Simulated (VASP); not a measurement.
# Ni (Fm-3m) in VASP: a series of runs, part 2 of 2

VASP 6.6.1.

## (4) Single point, PBE+U, collinear spin, ferromagnetic start

Contents of INCAR:

```
SYSTEM = Ni
ALGO = Normal
EDIFF = 1E-7
ENCUT = 520
GGA = PE
ISIF = 2
ISMEAR = -1
ISPIN = 2
LASPH = .True.
LCHARG = .False.
LDAU = .True.
LDAUJ = 0
LDAUL = 2
LDAUPRINT = 1
LDAUTYPE = 2
LDAUU = 6.2
LMAXMIX = 4
LORBIT = 11
LREAL = .False.
LWAVE = .False.
MAGMOM = 0.26
NBANDS = 15
NELM = 150
NUPDOWN = 0.26
PREC = Accurate
SIGMA = 0.05
```

Contents of KPOINTS:

```
k-points
0
Gamma
  12 12 12
  0 0 0
```

Contents of POSCAR:

```
Ni
1.0
    0.0000000000      1.7698700000      1.7698700000
    1.7698700000      0.0000000000      1.7698700000
    1.7698700000      1.7698700000      0.0000000000
Ni
1
Direct
    0.0000000000      0.0000000000      0.0000000000
```

Potentials or basis: VASP PAW PBE potentials, release 64 (Ni).

The run is started by

```sh
cat potpaw_PBE.64/Ni/POTCAR > POTCAR
mpirun -np 1 vasp_std > vasp.out
```

OUTCAR:

```text
SYSTEM = Ni
   EDIFF = 1E-7
   ENCUT = 520
   GGA = PE
   ISIF = 2
   ISMEAR = -1
   ISPIN = 2
   LASPH = .True.
   LORBIT = 11
   LREAL = .False.
   NELM = 150
   NUPDOWN = 0.26
   PREC = Accurate

 ion  position               nearest neighbor table
   1  0.000  0.000  0.000-

  LATTYP: Found a face centered cubic cell.
 ALAT       =     3.5397400000

  Lattice vectors:

 A1 = (   0.0000000000,   1.7698700000,   1.7698700000)
 A2 = (   1.7698700000,   0.0000000000,   1.7698700000)
 A3 = (   1.7698700000,   1.7698700000,   0.0000000000)

Analysis of symmetry for initial positions (statically):
=====================================================================
 Subroutine PRICEL returns:
 Original cell was already a primitive cell.

 Routine SETGRP: Setting up the symmetry group for a
 face centered cubic supercell.

 Subroutine GETGRP returns: Found 48 space group operations
 (whereof 48 operations were pure point group operations)
 out of a pool of 48 trial point group operations.

The static configuration has the point symmetry O_h .

Analysis of symmetry for dynamics (positions and initial velocities):
=====================================================================
 Subroutine PRICEL returns:
 Original cell was already a primitive cell.

 Routine SETGRP: Setting up the symmetry group for a
 face centered cubic supercell.

 Subroutine GETGRP returns: Found 48 space group operations
 (whereof 48 operations were pure point group operations)
 out of a pool of 48 trial point group operations.

The dynamic configuration has the point symmetry O_h .

[... 181 lines left out ...]
  o =  0.9242  v =  0.0000  0.0000  0.0000  0.0000  0.0000  0.0000  0.0000 -0.1355  0.0000 -0.9908      0.0000  0.0000  0.0000  0.0000  0.0000  0.0000  0.0000  0.0000  0.0000  0.0000
  o =  0.9242  v =  0.0000  0.0000  0.0000  0.0000  0.0000  0.0000  0.0000 -0.9908  0.0000  0.1355      0.0000  0.0000  0.0000  0.0000  0.0000  0.0000  0.0000  0.0000  0.0000  0.0000

 number of electron      10.0000009 magnetization       0.2600001

 Free energy of the ion-electron system (eV)
  ---------------------------------------------------
  ext. energy  EPLUGINS =         0.00000000
  ---------------------------------------------------
  free energy    TOTEN  =        -1.57588446 eV

  energy without entropy =       -1.55779886  energy(sigma->0) =       -1.56684166

 E-fermi :   8.1002     XC(G=0): -12.9999

 val. band max:        8.0932472585   @ k =  -0.4167   0.2500   0.0833
 cond. band min:       7.1923184054   @ k =   0.5000   0.4167   0.0000
 fundamental gap:     -0.9009288530
 Fermi energy:         7.1800717224

 spin component 1

 k-point     1 :       0.0000    0.0000    0.0000
  band No.  band energies     occupation
      1       0.3426      1.00000
      2       5.2457      1.00000
      3       5.2457      1.00000
      4       5.2457      1.00000
      5       6.3018      1.00000
      6       6.3018      1.00000
      7      32.7609      0.00000
      8      36.0373      0.00000
      9      36.0373      0.00000
     10      36.0373      0.00000
     11      36.4966      0.00000
     12      36.4966      0.00000
[... 841 lines left out ...]
      4       6.6676      1.00000
      5       7.9640      0.93835
      6      11.0158      0.00000
      7      15.0813      0.00000
      8      24.8922      0.00000
      9      29.5757      0.00000
     10      31.2287      0.00000
     11      39.0440      0.00000
     12      39.8776      0.00000
     13      46.8605      0.00000
     14      49.7932      0.00000
     15      50.5872      0.00000

 [... further k-points ...]

------------------------ aborting loop because EDIFF is reached ----------------------------------------

  FORCE on cell =-STRESS in cart. coord.  units (eV):
  Direction    XX          YY          ZZ          XY          YZ          ZX
  --------------------------------------------------------------------------------------
  -------------------------------------------------------------------------------------
  Total       -1.1523152     -1.1523152     -1.1523152      0.0000000     -0.0000000      0.0000000
  in kB     -166.5051893   -166.5051893   -166.5051893      0.0000000     -0.0000000      0.0000000
  external PRESSURE =    -166.5051893 kB  Pullay stress =       0.0000000 kB

 VOLUME and BASIS-vectors are now :
 -----------------------------------------------------------------------------
  energy-cutoff  :      520.00
  volume of cell :       11.09
      direct lattice vectors                 reciprocal lattice vectors
     0.000000000  1.769870000  1.769870000    -0.282506625  0.282506625  0.282506625
     1.769870000  0.000000000  1.769870000     0.282506625 -0.282506625  0.282506625
     1.769870000  1.769870000  0.000000000     0.282506625  0.282506625 -0.282506625

 POSITION                                       TOTAL-FORCE (eV/Angst)
 -----------------------------------------------------------------------------------
      0.00000      0.00000      0.00000         0.000000      0.000000     -0.000000
 -----------------------------------------------------------------------------------
    total drift:                               -0.000000     -0.000000     -0.000000

  FREE ENERGIE OF THE ION-ELECTRON SYSTEM (eV)
  ---------------------------------------------------
  free  energy   TOTEN  =        -1.5758844634 eV

  energy  without entropy=       -1.5577988557  energy(sigma->0) =       -1.56684166

 total charge

# of ion       s       p       d       tot
------------------------------------------
    1        0.443   0.376   8.628   9.447

 magnetization (x)

# of ion       s       p       d       tot
------------------------------------------
    1       -0.022  -0.041   0.358   0.295
```

OSZICAR:

```text
N       E                     dE             d eps       ncg     rms          rms(c)
DAV:   1     0.382931749801E+02    0.38293E+02   -0.42434E+03  4623   0.875E+02
DAV:   2    -0.587284190005E-01   -0.38352E+02   -0.35536E+02  4845   0.164E+02
DAV:   3    -0.193826718007E+01   -0.18795E+01   -0.18475E+01  5314   0.356E+01
[... 18 lines left out ...]
DAV:  22    -0.157588376971E+01   -0.12250E-05   -0.43342E-06  6134   0.185E-02    0.282E-03
DAV:  23    -0.157588412280E+01   -0.35309E-06   -0.22071E-07  4813   0.572E-03    0.203E-03
DAV:  24    -0.157588394932E+01    0.17347E-06   -0.69322E-06  4894   0.269E-02    0.187E-03
DAV:  25    -0.157588446429E+01   -0.51497E-06   -0.33024E-06  4467   0.189E-02    0.152E-04
DAV:  26    -0.157588446338E+01    0.91882E-09   -0.24626E-08  2847   0.145E-03
   1 F= -.15758845E+01 E0= -.15668417E+01  d E =-.180856E-01  mag=     0.2600
```

It took 72 s on 1 thread of AMD EPYC 7R43 (Zen 3), shared host; peak memory 0.1 GiB.

What came out:

```yaml
Free_energy: -1.5759 eV
Pressure: -16.7 GPa
Net_moment: 0.26 μB per cell
Site_moments: Ni +0.29 μB
Valence_electrons_inside_the_program's_atomic_spheres: Ni 9.45
```

Eigenvalues of the final occupation matrices:
| site | spin | trace | eigenvalues |
| --- | --- | --- | --- |
| site 1 d | 1 | 4.51 | 0.89 0.89 0.89 0.92 0.92 |
| site 1 d | 2 | 4.15 | 0.77 0.77 0.77 0.92 0.92 |

Caveat: the total moment is fixed, so each spin has its own Fermi level; the U is typed as a test and isn't derived for this compound. The state reached can hang on the start; a lower one may exist.

## (5) Overview

```tsv
fixed moment (μB)	pressure (GPa)	moment (μB)
1.54	3.7	1.54
2.05	21.4	2.05
0.26	-16.7	0.26
```

Alike in all rows: task single point; level PBE+U; potentials or basis VASP PAW PBE potentials, release 64 (Ni); spin collinear, ferromagnetic start; Ni d U = 6.2 eV; cell as given; k mesh 12 × 12 × 12; cutoff (eV) 520; smearing fermi-dirac 0.05 eV.

Caveats: the total moment is fixed, so each spin has its own Fermi level; the U is typed as a test and isn't derived for this compound.

Absolute energies hang on the potentials; compare differences alone.
